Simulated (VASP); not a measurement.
# MgS (F-43m) in VASP: notebook

MgS is run at these levels: PBE, PBEsol+D3(BJ); tasks: single point.

All numbers are computed with VASP 6.6.1; they aren't measurements. Logs are shortened: lines on timing, memory, paths and dates and some standing lists are left out, and cuts for length are marked.

### 1 The cell of the first run

It takes space group F-43m (No. 216, cubic). The conventional cell has a = 5.697 Å, b = 5.697 Å, c = 5.697 Å, α = 90.00°, β = 90.00°, γ = 90.00°. Mg (site symmetry -43m) has 4 S at 2.47 Å within 3.3 Å. S (site symmetry -43m) has 4 Mg at 2.47 Å within 3.3 Å.

### 2 Single point, PBE

Contents of INCAR:

```
SYSTEM = MgS
  PREC = Accurate
  ENCUT = 520
  EDIFF = 1E-6
  ISMEAR = 0
  SIGMA = 0.02
  LREAL = .False.
  LASPH = .True.
  NELM = 80
  ALGO = Normal
  ISIF = 2
  LWAVE = .False.
  LCHARG = .False.
  GGA = PE
  NBANDS = 11
```

Contents of KPOINTS:

```
regular mesh
0
Gamma
  8 8 8
  0 0 0
```

Contents of POSCAR:

```
MgS
1.0
    0.0000000000      2.8486153029      2.8486153029
    2.8486153029      0.0000000000      2.8486153029
    2.8486153029      2.8486153029      0.0000000000
Mg S
1 1
Direct
    0.0000000000      0.0000000000      0.0000000000
    0.7500000000      0.7500000000      0.7500000000
```

Potentials or basis: VASP PAW PBE potentials, release 64 (Mg, S).

Started as:

```
$ cat potpaw_PBE.64/Mg/POTCAR potpaw_PBE.64/S/POTCAR > POTCAR
$ mpirun -np 1 vasp_std > vasp.out
```

OUTCAR:

```text
SYSTEM = MgS
   PREC = Accurate
   ENCUT = 520
   EDIFF = 1E-6
   ISMEAR = 0
   LREAL = .False.
   LASPH = .True.
   NELM = 80
   ISIF = 2
   GGA = PE

 ion  position               nearest neighbor table
   1  0.000  0.000  0.000-   2 2.47   2 2.47   2 2.47   2 2.47
   2  0.750  0.750  0.750-   1 2.47   1 2.47   1 2.47   1 2.47

  LATTYP: Found a face centered cubic cell.
 ALAT       =     5.6972306058

  Lattice vectors:

 A1 = (   0.0000000000,   2.8486153029,   2.8486153029)
 A2 = (   2.8486153029,   0.0000000000,   2.8486153029)
 A3 = (   2.8486153029,   2.8486153029,   0.0000000000)

Analysis of symmetry for initial positions (statically):
=====================================================================
 Subroutine PRICEL returns:
 Original cell was already a primitive cell.

 Routine SETGRP: Setting up the symmetry group for a
 face centered cubic supercell.

 Subroutine GETGRP returns: Found 24 space group operations
 (whereof 24 operations were pure point group operations)
 out of a pool of 48 trial point group operations.

The static configuration has the point symmetry T_d .

Analysis of symmetry for dynamics (positions and initial velocities):
=====================================================================
 Subroutine PRICEL returns:
 Original cell was already a primitive cell.

 Routine SETGRP: Setting up the symmetry group for a
 face centered cubic supercell.

 Subroutine GETGRP returns: Found 24 space group operations
 (whereof 24 operations were pure point group operations)
 out of a pool of 48 trial point group operations.

The dynamic configuration has the point symmetry T_d .

 Subroutine INISYM returns: Found 24 space group operations
 (whereof 24 operations are pure point group operations),
 and found     1 'primitive' translations

----------------------------------------------------------------------------------------

                                     Primitive cell

  volume of cell :      46.2308

  direct lattice vectors                    reciprocal lattice vectors
     0.000000000  2.848615303  2.848615303    -0.175523876  0.175523876  0.175523876
     2.848615303  0.000000000  2.848615303     0.175523876 -0.175523876  0.175523876
     2.848615303  2.848615303  0.000000000     0.175523876  0.175523876 -0.175523876

  length of vectors
     4.028550395  4.028550395  4.028550395     0.304016272  0.304016272  0.304016272

  position of ions in fractional coordinates (direct lattice)
     0.000000000  0.000000000  0.000000000
     0.750000000  0.750000000  0.750000000

  ion indices of the primitive-cell ions
   primitive index   ion index
                 1           1
                 2           2

----------------------------------------------------------------------------------------

 KPOINTS: regular mesh

Automatic generation of k-mesh.
 Grid dimensions read from file:
 generate k-points for:    8    8    8

 Generating k-lattice:

  Cartesian coordinates                     Fractional coordinates (reciprocal lattice)
    -0.021940485  0.021940485  0.021940485     0.125000000  0.000000000  0.000000000
     0.021940485 -0.021940485  0.021940485     0.000000000  0.125000000  0.000000000
     0.021940485  0.021940485 -0.021940485     0.000000000  0.000000000  0.125000000

  Length of vectors
     0.038002034  0.038002034  0.038002034

  Shift w.r.t. Gamma in fractional coordinates (k-lattice)
     0.000000000  0.000000000  0.000000000

 Subroutine IBZKPT returns following result:
 ===========================================

 Found     29 irreducible k-points:

 Following reciprocal coordinates:
            Coordinates               Weight
  0.000000  0.000000  0.000000      1.000000
  0.125000  0.000000  0.000000      8.000000
  0.250000  0.000000  0.000000      8.000000
  0.375000  0.000000  0.000000      8.000000
  0.500000  0.000000  0.000000      4.000000
  0.125000  0.125000  0.000000      6.000000
[... 16 lines left out ...]
  0.500000  0.250000  0.125000     48.000000
 -0.375000  0.250000  0.125000     24.000000
 [... further k-points ...]
   k-points           NKPTS =     29   k-points in BZ     NKDIM =     29   number of bands    NBANDS=     11
   number of dos      NEDOS =    301   number of ions     NIONS =      2
   total plane-waves  NPLWV =  27000
   dimension x,y,z NGX =    30 NGY =   30 NGZ =   30
   dimension x,y,z NGXF=    60 NGYF=   60 NGZF=   60
   ions per type =               1   1
   NGX,Y,Z   is equivalent  to a cutoff of  12.38, 12.38, 12.38 a.u.
   NGXF,Y,Z  is equivalent  to a cutoff of  24.76, 24.76, 24.76 a.u.
 SYSTEM =  MgS
   PREC   = accura    normal or accurate (medium, high low for compatibility)
   ISTART =      0    job   : 0-new  1-cont  2-samecut
   ICHARG =      2    charge: 1-file 2-atom 10-const
   ISPIN  =      1    spin polarized calculation?
   LNONCOLLINEAR =      F non collinear calculations
   LSORBIT =      F    spin-orbit coupling
   LASPH  =      T    aspherical Exc in radial PAW
   ENCUT  =  520.0 eV  38.22 Ry    6.18 a.u.   7.49  7.49  7.49*2*pi/ulx,y,z
   NELM   =     80;   NELMIN=  2; NELMDL= -5     # of ELM steps
   EDIFF  = 0.1E-05   stopping-criterion for ELM
   LREAL  =      F    real-space projection
   EDIFFG = 0.1E-04   stopping-criterion for IOM
   NSW    =      0    number of steps for IOM
   IBRION =     -1    ionic relax: 0-MD 1-quasi-New 2-CG
   NFREE  =      0    steps in history (QN), initial steepest desc. (CG)
   ISIF   =      2    stress and relaxation
   ISYM   =      2    0-nonsym 1-usesym 2-fastsym
   POTIM  = 0.5000    time-step for ionic-motion
   TEBEG  =    0.0;   TEEND  =   0.0 temperature during run
   PSTRESS=    0.0 pullay stress
   NELECT =       8.0000    total number of electrons
   NUPDOWN=      -1.0000    fix difference up-down
   EMIN   =  10.00;   EMAX   =-10.00  energy-range for DOS
   EFERMI =   0.00;   METHOD = LEGACY
   ISMEAR =     0;   SIGMA  =   0.02  broadening in eV -4-tet -1-fermi 0-gaus
   EFERMI_NEDOS =   21; number of points for ismear=-14 and -15
   IALGO  =     38    algorithm
   IMIX   =      4    mixing-type and parameters
     AMIX     =   0.40;   BMIX     =  1.00
     AMIX_MAG =   1.60;   BMIX_MAG =  1.00
  volume/ion in A,a.u.               =      23.12       155.99
  Fermi-wavevector in a.u.,A,eV,Ry     =   0.912279  1.723957 11.323490  0.832253
  Thomas-Fermi vector in A             =   2.036656
   LORBIT       =      0    0 simple, 1 ext, 2 COOP (PROOUT), +10 PAW based schemes
   GGA     = PE    functional components
   LHFCALC =     F    Hartree Fock is set to
   AEXX    =    0.0000 exact exchange contribution
   IVDW    =     0    specifies the selected vdW correction
   LEPSILON=     F    determine dielectric tensor
   LRPA    =     F    only Hartree local field effects (RPA)
 non-spin polarized calculation
 Gauss-broadening in eV      SIGMA  =   0.02
  energy-cutoff  :      520.00
  volume of cell :       46.23
 maximum number of plane-waves:      1265
 NGX is ok and might be reduce to    30
   NGX = 15   NGY = 15   NGZ = 15

 number of electron       8.0000001 magnetization

 Free energy of the ion-electron system (eV)
  ---------------------------------------------------
  ext. energy  EPLUGINS =         0.00000000
  ---------------------------------------------------
  free energy    TOTEN  =        -8.47285299 eV

  energy without entropy =       -8.47285299  energy(sigma->0) =       -8.47285299

 E-fermi :   1.0654     XC(G=0):  -8.3183

 val. band max:        0.9477090747   @ k =   0.0000   0.0000   0.0000
 cond. band min:       4.3131823279   @ k =   0.0000   0.0000   0.0000
 fundamental gap:      3.3654732532
 Fermi energy:         1.0653667131

 k-point     1 :       0.0000    0.0000    0.0000
  band No.  band energies     occupation
      1     -10.2588      2.00000
      2       0.9477      2.00000
      3       0.9477      2.00000
      4       0.9477      2.00000
      5       4.3132      0.00000
      6       8.8492      0.00000
      7       8.8492      0.00000
      8       8.8492      0.00000
      9      11.7395      0.00000
     10      11.7395      0.00000
     11      14.5159      0.00000

 k-point     2 :       0.1250    0.0000    0.0000
  band No.  band energies     occupation
      1     -10.1747      2.00000
      2       0.2780      2.00000
      3       0.8956      2.00000
      4       0.8956      2.00000
      5       4.9685      0.00000
      6       8.6536      0.00000
      7       9.0233      0.00000
      8       9.0233      0.00000
      9      11.2863      0.00000
     10      11.2863      0.00000
     11      13.9744      0.00000

 k-point     3 :       0.2500    0.0000    0.0000
  band No.  band energies     occupation
      1      -9.9574      2.00000
      2      -0.8697      2.00000
      3       0.7777      2.00000
      4       0.7777      2.00000
      5       5.8287      0.00000
      6       8.6631      0.00000
      7       9.0670      0.00000
      8       9.0670      0.00000
      9      11.3291      0.00000
     10      11.3291      0.00000
     11      13.1122      0.00000

 k-point     4 :       0.3750    0.0000    0.0000
  band No.  band energies     occupation
      1      -9.7153      2.00000
      2      -1.7735      2.00000
      3       0.6695      2.00000
      4       0.6695      2.00000
      5       6.0211      0.00000
      6       8.7249      0.00000
      7       8.7249      0.00000
      8       9.2140      0.00000
      9      12.6023      0.00000
     10      12.6023      0.00000
     11      13.0873      0.00000
[... 239 lines left out ...]
 k-point    22 :       0.3750    0.2500    0.1250
  band No.  band energies     occupation
      1      -9.7895      2.00000
      2      -1.0736      2.00000
      3       0.1256      2.00000
      4       0.5793      2.00000
      5       6.5892      0.00000
      6       7.8048      0.00000
      7       8.5280      0.00000
      8      10.0875      0.00000
      9      10.6147      0.00000
     10      13.2437      0.00000
     11      15.2677      0.00000

 k-point    23 :       0.5000    0.2500    0.1250
  band No.  band energies     occupation
      1      -9.5888      2.00000
      2      -1.5616      2.00000
      3      -0.2161      2.00000
      4       0.4083      2.00000
      5       6.8929      0.00000
      6       7.6560      0.00000
      7       8.7848      0.00000
      8       9.9451      0.00000
      9      11.7252      0.00000
     10      14.3107      0.00000
     11      14.8854      0.00000

 k-point    24 :      -0.3750    0.2500    0.1250
  band No.  band energies     occupation
      1      -9.5000      2.00000
      2      -1.7712      2.00000
      3      -0.3187      2.00000
      4       0.3165      2.00000
      5       6.9796      0.00000
      6       7.3799      0.00000
      7       9.5847      0.00000
      8       9.7665      0.00000
      9      12.2431      0.00000
     10      13.6874      0.00000
     11      14.9981      0.00000

 [... further k-points ...]
[... 5 lines left out ...]
  --------------------------------------------------------------------------------------
  -------------------------------------------------------------------------------------
  Total       -0.0413277     -0.0413277     -0.0413277      0.0000000      0.0000000      0.0000000
  in kB       -1.4322548     -1.4322548     -1.4322548      0.0000000      0.0000000      0.0000000
  external PRESSURE =      -1.4322548 kB  Pullay stress =       0.0000000 kB

 VOLUME and BASIS-vectors are now :
 -----------------------------------------------------------------------------
  energy-cutoff  :      520.00
  volume of cell :       46.23
      direct lattice vectors                 reciprocal lattice vectors
     0.000000000  2.848615303  2.848615303    -0.175523876  0.175523876  0.175523876
     2.848615303  0.000000000  2.848615303     0.175523876 -0.175523876  0.175523876
     2.848615303  2.848615303  0.000000000     0.175523876  0.175523876 -0.175523876

 POSITION                                       TOTAL-FORCE (eV/Angst)
 -----------------------------------------------------------------------------------
      0.00000      0.00000      0.00000         0.000000      0.000000      0.000000
      4.27292      4.27292      4.27292        -0.000000     -0.000000     -0.000000
 -----------------------------------------------------------------------------------
    total drift:                               -0.000000     -0.000000      0.000000

  FREE ENERGIE OF THE ION-ELECTRON SYSTEM (eV)
  ---------------------------------------------------
  free  energy   TOTEN  =        -8.4728529943 eV

  energy  without entropy=       -8.4728529943  energy(sigma->0) =       -8.47285299
```

It took 8.6 s on 1 thread of Intel Xeon 6975P-C (Granite Rapids), shared host; peak memory 0.16 GiB.

Results:

```
Free energy            : -8.4729 eV
Pressure               : -0.1 GPa
Band gap on the k mesh : 3.37 eV, direct
```

As with any semilocal functional, this PBE gap is likely too small.

### 3 Single point, PBEsol+D3(BJ)

Contents of INCAR:

```
SYSTEM = MgS
  PREC = Accurate
  ENCUT = 520
  EDIFF = 1E-7
  ISMEAR = 0
  SIGMA = 0.02
  LREAL = .FALSE.
  LASPH = .TRUE.
  NELM = 100
  ALGO = Normal
  ISIF = 2
  LWAVE = .FALSE.
  LCHARG = .TRUE.
  GGA = PS
  IVDW = 12
  LELF = .TRUE.
  LVHAR = .TRUE.
  NBANDS = 11
```

Contents of KPOINTS:

```
Automatic mesh
0
G
  8 8 8
  0 0 0
```

Contents of POSCAR:

```
MgS
1.0
    0.0000000000      2.8486069961      2.8486069961
    2.8486069961      0.0000000000      2.8486069961
    2.8486069961      2.8486069961      0.0000000000
Mg S
1 1
Direct
    0.0000000000      0.0000000000      0.0000000000
    0.7500000000      0.7500000000      0.7500000000
```

Potentials or basis: VASP PAW PBE potentials, release 64 (Mg, S).

Started as:

```
$ cat potpaw_PBE.64/Mg/POTCAR potpaw_PBE.64/S/POTCAR > POTCAR
$ mpirun -np 1 vasp_std > vasp.out
```

Wall time 9.4 s (1 thread of Intel Xeon 6975P-C (Granite Rapids), shared host); peak memory 0.17 GiB.

It converged, with:

* Free energy: -9.3748 eV
* Pressure: -3.0 GPa
* Band gap on the k mesh: 3.21 eV, direct
* Dispersion energy per atom: -0.231 eV

Levels at points of the mesh, in eV from the valence-band top:
```tsv
k point	band 1	band 2	band 3	band 4	band 5	band 6	band 7	band 8	band 9
(0.00, 0.00, 0.00)	-11.21	0.00	0.00	0.00	3.21	7.82	7.82	7.82	10.74
(0.50, 0.00, 0.00)	-10.54	-3.12	-0.32	-0.32	4.93	7.51	7.51	8.34	12.57
(0.50, 0.50, 0.00)	-10.33	-2.80	-1.03	-1.03	3.73	5.52	10.85	12.01	12.01
```

Caveat: the PAW data sets were made with another functional, which shifts forces and pressure a little. As with any semilocal functional, this PBEsol gap is likely too small.
